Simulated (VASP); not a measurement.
# Hf5C3 (Cmmm) in VASP: relaxation of cell and atoms with PBE

Aim: the relaxation of cell and atoms of Hf5C3 with PBE.

Program: VASP 6.6.1. These are calculated values, not measurements. Logs are shortened: lines on timing, memory, paths and dates and some standing lists are left out, and cuts for length are marked.

## 1. The cell of the first run

The structure is orthorhombic, space group Cmmm (No. 65). Conventional cell: a = 7.273 Å, b = 10.190 Å, c = 3.323 Å, α = 90.00°, β = 90.00°, γ = 90.00°. Within 3.4 Å of Hf (site symmetry mmm) lie 4 C at 2.33 Å and 10 Hf at 2.73 to 3.32 Å. Hf (site symmetry 2/m) has 6 C at 2.63 to 3.13 Å and 10 Hf at 3.06 to 3.64 Å within 3.7 Å. Within 3.1 Å of Hf (site symmetry 2mm) lie 4 C at 2.22 to 2.72 Å and 7 Hf at 2.73 to 3.06 Å. Within 2.9 Å of C (site symmetry mmm) lie 4 Hf at 2.22 Å. C (site symmetry m2m) has 8 Hf at 2.33 to 2.72 Å within 3.1 Å.

The cell was generated, and may not be a known phase.

## 2. Relaxation of cell and atoms, PBE

Input file INCAR:

```
SYSTEM = Hf5C3
PREC = Accurate ; ENCUT = 600
EDIFF = 1E-7 ; ISMEAR = 0
SIGMA = 0.1 ; LREAL = .FALSE.
LASPH = .TRUE. ; NELM = 80
ALGO = Normal ; ISIF = 3
LWAVE = .FALSE. ; LCHARG = .FALSE.
GGA = PE ; IBRION = 2
NSW = 100 ; EDIFFG = -0.01
```

Input file KPOINTS:

```
Automatic mesh
0
G
  6 6 10
  0 0 0
```

Input file POSCAR:

```
Hf5C3
1.0
    3.6363588795     -5.0949289675      0.0000000000
    3.6363588795      5.0949289675      0.0000000000
    0.0000000000      0.0000000000      3.3226862412
Hf C
5 3
Direct
    0.0000000000      0.0000000000      0.0000000000
    0.0000000000      0.5000000000      0.0000000000
    0.5000000000      0.0000000000      0.0000000000
    0.2978512117      0.2978512117      0.5000000000
    0.7021487883      0.7021487883      0.5000000000
    0.5000000000      0.5000000000      0.0000000000
    0.8391532576      0.1608467424      0.5000000000
    0.1608467424      0.8391532576      0.5000000000
```

Potentials or basis: VASP PAW PBE potentials, release 64 (Hf_pv, C).

The run is started by

```bash
cat potpaw_PBE.64/Hf_pv/POTCAR potpaw_PBE.64/C/POTCAR > POTCAR
mpirun -np 1 vasp_std > vasp.out
```

OUTCAR:

```text
SYSTEM = Hf5C3
   PREC = Accurate
   ENCUT = 600
   EDIFF = 1E-7
   ISMEAR = 0
   LREAL = .FALSE.
   LASPH = .TRUE.
   NELM = 80
   ISIF = 3
   GGA = PE
   IBRION = 2
   NSW = 100
   EDIFFG = -0.01

 ion  position               nearest neighbor table
   1  0.000  0.000  0.000-   7 2.33   8 2.33   7 2.33   8 2.33   4 2.73   5 2.73   4 2.73   5 2.73
                             2 3.13   3 3.13   2 3.13   3 3.13
   2  0.000  0.500  0.000-   7 2.63   8 2.63   7 2.63   8 2.63   4 3.06   5 3.06   4 3.06   5 3.06
                             1 3.13   1 3.13   3 3.64   3 3.64
   3  0.500  0.000  0.000-   7 2.63   8 2.63   7 2.63   8 2.63   4 3.06   5 3.06   4 3.06   5 3.06
                             1 3.13   1 3.13   2 3.64   2 3.64
   4  0.298  0.298  0.500-   6 2.22   6 2.22   8 2.72   7 2.72   1 2.73   1 2.73   5 2.94   2 3.06
                             2 3.06   3 3.06   3 3.06
   5  0.702  0.702  0.500-   6 2.22   6 2.22   8 2.72   7 2.72   1 2.73   1 2.73   4 2.94   2 3.06
                             2 3.06   3 3.06   3 3.06
   6  0.500  0.500  0.000-   4 2.22   5 2.22   4 2.22   5 2.22
   7  0.839  0.161  0.500-   1 2.33   1 2.33   3 2.63   2 2.63   2 2.63   3 2.63   5 2.72   4 2.72

   8  0.161  0.839  0.500-   1 2.33   1 2.33   3 2.63   2 2.63   2 2.63   3 2.63   5 2.72   4 2.72

  LATTYP: Found a base centered orthorhombic cell.
 ALAT       =     7.2727177590
 B/A-ratio  =     1.4011072989
 C/A-ratio  =     0.4568699558

  Lattice vectors:

 A1 = (   3.6363588795,  -5.0949289675,   0.0000000000)
 A2 = (   3.6363588795,   5.0949289675,   0.0000000000)
 A3 = (   0.0000000000,   0.0000000000,   3.3226862412)

Analysis of symmetry for initial positions (statically):
=====================================================================
 Subroutine PRICEL returns:
 Original cell was already a primitive cell.

 Routine SETGRP: Setting up the symmetry group for a
 base centered orthorhombic supercell.

 Subroutine GETGRP returns: Found  8 space group operations
 (whereof  8 operations were pure point group operations)
 out of a pool of  8 trial point group operations.

The static configuration has the point symmetry D_2h.

Analysis of symmetry for dynamics (positions and initial velocities):
=====================================================================
 Subroutine PRICEL returns:
 Original cell was already a primitive cell.

 Routine SETGRP: Setting up the symmetry group for a
 base centered orthorhombic supercell.

 Subroutine GETGRP returns: Found  8 space group operations
 (whereof  8 operations were pure point group operations)
 out of a pool of  8 trial point group operations.

The dynamic configuration has the point symmetry D_2h.

 Subroutine INISYM returns: Found  8 space group operations
 (whereof  8 operations are pure point group operations),
 and found     1 'primitive' translations

----------------------------------------------------------------------------------------

                                     Primitive cell

  volume of cell :     123.1188

  direct lattice vectors                    reciprocal lattice vectors
     3.636358879 -5.094928967  0.000000000     0.137500180 -0.098136795  0.000000000
     3.636358879  5.094928967  0.000000000     0.137500180  0.098136795  0.000000000
     0.000000000  0.000000000  3.322686241     0.000000000  0.000000000  0.300961309

  length of vectors
     6.259505339  6.259505339  3.322686241     0.168929364  0.168929364  0.300961309

  position of ions in fractional coordinates (direct lattice)
     0.000000000  0.000000000  0.000000000
     1.000000000  0.500000000  0.000000000
     0.500000000  1.000000000  0.000000000
     0.297851212  0.297851212  0.500000000
     0.702148788  0.702148788  0.500000000
     0.500000000  0.500000000  0.000000000
     0.839153258  0.160846742  0.500000000
     0.160846742  0.839153258  0.500000000

  ion indices of the primitive-cell ions
   primitive index   ion index
                 1           1
                 2           2
                 3           3
                 4           4
                 5           5
                 6           6
                 7           7
                 8           8

----------------------------------------------------------------------------------------

 KPOINTS: Automatic mesh

Automatic generation of k-mesh.
 Grid dimensions read from file:
 generate k-points for:    6    6   10

 Generating k-lattice:

  Cartesian coordinates                     Fractional coordinates (reciprocal lattice)
     0.022916697 -0.016356133  0.000000000     0.166666667  0.000000000  0.000000000
     0.022916697  0.016356133  0.000000000     0.000000000  0.166666667  0.000000000
     0.000000000  0.000000000  0.030096131     0.000000000  0.000000000  0.100000000

  Length of vectors
     0.028154894  0.028154894  0.030096131

  Shift w.r.t. Gamma in fractional coordinates (k-lattice)
     0.000000000  0.000000000  0.000000000

 Subroutine IBZKPT returns following result:
 ===========================================

 Found     78 irreducible k-points:

 Following reciprocal coordinates:
            Coordinates               Weight
  0.000000  0.000000  0.000000      1.000000
  0.166667 -0.000000  0.000000      4.000000
  0.333333  0.000000  0.000000      4.000000
  0.500000  0.000000  0.000000      2.000000
  0.166667  0.166667  0.000000      2.000000
  0.333333  0.166667  0.000000      4.000000
[... 16 lines left out ...]
  0.333333  0.333333  0.100000      4.000000
  0.500000  0.333333  0.100000      8.000000
 [... further k-points ...]
   k-points           NKPTS =     78   k-points in BZ     NKDIM =     78   number of bands    NBANDS=     37
   number of dos      NEDOS =    301   number of ions     NIONS =      8
   total plane-waves  NPLWV =  70000
   dimension x,y,z NGX =    50 NGY =   50 NGZ =   28
   dimension x,y,z NGXF=   100 NGYF=  100 NGZF=   56
   ions per type =               5   3
   NGX,Y,Z   is equivalent  to a cutoff of  13.28, 13.28, 14.01 a.u.
   NGXF,Y,Z  is equivalent  to a cutoff of  26.56, 26.56, 28.02 a.u.
 SYSTEM =  Hf5C3
   PREC   = accura    normal or accurate (medium, high low for compatibility)
   ISTART =      0    job   : 0-new  1-cont  2-samecut
   ICHARG =      2    charge: 1-file 2-atom 10-const
   ISPIN  =      1    spin polarized calculation?
   LNONCOLLINEAR =      F non collinear calculations
   LSORBIT =      F    spin-orbit coupling
   LASPH  =      T    aspherical Exc in radial PAW
   ENCUT  =  600.0 eV  44.10 Ry    6.64 a.u.  12.50 12.50  6.64*2*pi/ulx,y,z
   NELM   =     80;   NELMIN=  2; NELMDL= -5     # of ELM steps
   EDIFF  = 0.1E-06   stopping-criterion for ELM
   LREAL  =      F    real-space projection
   EDIFFG = -.1E-01   stopping-criterion for IOM
   NSW    =    100    number of steps for IOM
   IBRION =      2    ionic relax: 0-MD 1-quasi-New 2-CG
   NFREE  =      1    steps in history (QN), initial steepest desc. (CG)
   ISIF   =      3    stress and relaxation
   ISYM   =      2    0-nonsym 1-usesym 2-fastsym
   POTIM  = 0.5000    time-step for ionic-motion
   TEBEG  =    0.0;   TEEND  =   0.0 temperature during run
   PSTRESS=    0.0 pullay stress
   NELECT =      62.0000    total number of electrons
   NUPDOWN=      -1.0000    fix difference up-down
   EMIN   =  10.00;   EMAX   =-10.00  energy-range for DOS
   EFERMI =   0.00;   METHOD = LEGACY
   ISMEAR =     0;   SIGMA  =   0.10  broadening in eV -4-tet -1-fermi 0-gaus
   EFERMI_NEDOS =   21; number of points for ismear=-14 and -15
   IALGO  =     38    algorithm
   IMIX   =      4    mixing-type and parameters
     AMIX     =   0.40;   BMIX     =  1.00
     AMIX_MAG =   1.60;   BMIX_MAG =  1.00
  volume/ion in A,a.u.               =      15.39       103.86
  Fermi-wavevector in a.u.,A,eV,Ry     =   1.302459  2.461290 23.080909  1.696399
  Thomas-Fermi vector in A             =   2.433525
   LORBIT       =      0    0 simple, 1 ext, 2 COOP (PROOUT), +10 PAW based schemes
   GGA     = PE    functional components
   LHFCALC =     F    Hartree Fock is set to
   AEXX    =    0.0000 exact exchange contribution
   IVDW    =     0    specifies the selected vdW correction
   LEPSILON=     F    determine dielectric tensor
   LRPA    =     F    only Hartree local field effects (RPA)
 conjugate gradient relaxation of ions
 non-spin polarized calculation
 Gauss-broadening in eV      SIGMA  =   0.10
  energy-cutoff  :      600.00
  volume of cell :      123.12
 maximum number of plane-waves:      4132
   NGX = 25   NGY = 25   NGZ = 13

--------------------------------------- Ionic step        1  -------------------------------------------

 number of electron      61.9999990 magnetization

 Free energy of the ion-electron system (eV)
  ---------------------------------------------------
  ext. energy  EPLUGINS =         0.00000000
  ---------------------------------------------------
  free energy    TOTEN  =       -75.72793181 eV

  energy without entropy =      -75.70489874  energy(sigma->0) =      -75.71641528

------------------------ aborting loop because EDIFF is reached ----------------------------------------

  FORCE on cell =-STRESS in cart. coord.  units (eV):
  Direction    XX          YY          ZZ          XY          YZ          ZX
  --------------------------------------------------------------------------------------
  -------------------------------------------------------------------------------------
  Total       -1.3841541     -0.0820509     -0.6696544      0.0000000      0.0000000      0.0000000
  in kB      -18.0123689     -1.0677498     -8.7143927      0.0000000      0.0000000      0.0000000
  external PRESSURE =      -9.2648371 kB  Pullay stress =       0.0000000 kB
[... 195 lines left out ...]
  energy  without entropy=      -75.7114396219  energy(sigma->0) =      -75.72294209

--------------------------------------- Ionic step        6  -------------------------------------------

 number of electron      61.9999993 magnetization

 Free energy of the ion-electron system (eV)
  ---------------------------------------------------
  ext. energy  EPLUGINS =         0.00000000
  ---------------------------------------------------
  free energy    TOTEN  =       -75.73456701 eV

  energy without entropy =      -75.71153948  energy(sigma->0) =      -75.72305324

 E-fermi :   5.6893     XC(G=0): -11.7905

 val. band max:        5.6871800326   @ k =   0.1667   0.1667   0.0000
 cond. band min:       5.6918345040   @ k =   0.5000   0.0000   0.0000
 fundamental gap:      0.0046544713
 Fermi energy:         5.6892711326

 k-point     1 :       0.0000    0.0000    0.0000
  band No.  band energies     occupation
      1     -25.5702      2.00000
      2     -25.4314      2.00000
      3     -25.3670      2.00000
      4     -25.2658      2.00000
      5     -25.1190      2.00000
      6     -25.0834      2.00000
[... 949 lines left out ...]
     36       7.8413      0.00000
     37       8.0304      0.00000

 [... further k-points ...]

------------------------ aborting loop because EDIFF is reached ----------------------------------------

  FORCE on cell =-STRESS in cart. coord.  units (eV):
  Direction    XX          YY          ZZ          XY          YZ          ZX
  --------------------------------------------------------------------------------------
  -------------------------------------------------------------------------------------
  Total       -0.0140997     -0.0509280      0.0161568     -0.0000000      0.0000000      0.0000000
  in kB       -0.1848146     -0.6675470      0.2117772     -0.0000000      0.0000000      0.0000000
  external PRESSURE =      -0.2135281 kB  Pullay stress =       0.0000000 kB
[... 23 lines left out ...]
  FREE ENERGIE OF THE ION-ELECTRON SYSTEM (eV)
  ---------------------------------------------------
  free  energy   TOTEN  =       -75.7345670054 eV

  energy  without entropy=      -75.7115394793  energy(sigma->0) =      -75.72305324

 reached required accuracy - stopping structural energy minimisation
```

Run time: 49 min. Hardware: 1 thread of Intel Xeon 8259CL, shared host; peak memory 0.51 GiB.

Results:

```yaml
Free_energy: -75.7346 eV
Relaxed_volume: 15.28 Å³/atom
Relaxed_cell: a = 6.246 Å, b = 6.246 Å, c = 3.324 Å, α = 90.00°, β = 90.00°, γ = 109.52°
Space_group_after_relaxing_to_0.1_Å: Cmmm (No. 65)
Energy_gained_by_relaxing: 0.8 meV/atom
Ionic_steps: 6
Pressure_after_relaxing: 0.0 GPa
Band_gap_on_the_k_mesh: zero (bands 31 and 32 overlap by 0.87 eV)
```

The path:
```tsv
step	energy change (eV)	largest force (eV/Å)	pressure (GPa)	volume (Å³)
1	0.0000	0.0676	-0.93	123.12
2	-0.0026	0.1370	1.14	121.54
3	-0.0045	0.1099	0.32	122.16
4	-0.0065	0.0076	0.01	122.25
5	-0.0065	0.0100	-0.02	122.26
6	-0.0066	0.0017	-0.02	122.23
```

Final structure:
```
CELL_PARAMETERS angstrom
3.60423 -5.10173 0.00000
3.60423 5.10173 0.00000
0.00000 0.00000 3.32373
ATOMIC_POSITIONS crystal
Hf 0.00000 0.00000 0.00000
Hf 0.00000 0.50000 0.00000
Hf 0.50000 0.00000 0.00000
Hf 0.29669 0.29669 0.50000
Hf 0.70331 0.70331 0.50000
C 0.50000 0.50000 0.00000
C 0.83915 0.16085 0.50000
C 0.16085 0.83915 0.50000
```

Levels at points of the mesh, in eV from the Fermi level:
```
           k point  band 29  band 30  band 31  band 32  band 33  band 34
(0.00, 0.00, 0.00)    -0.93    -0.09     0.01     0.24     0.55     0.63
(0.50, 0.00, 0.00)    -0.98    -0.03     0.00     0.84     0.96     1.20
(0.50, 0.50, 0.00)    -0.98    -0.43     0.03     0.20     0.65     1.33
(0.00, 0.00, 0.50)    -2.03    -0.97     0.10     0.56     0.57     0.97
(0.50, 0.00, 0.50)    -1.25    -0.82    -0.40    -0.16     0.80     1.38
(0.50, 0.50, 0.50)    -1.13    -0.98    -0.69    -0.18     0.20     0.54
```

Caveat: spin-orbit coupling is left out, which moves the levels of the heavy elements.
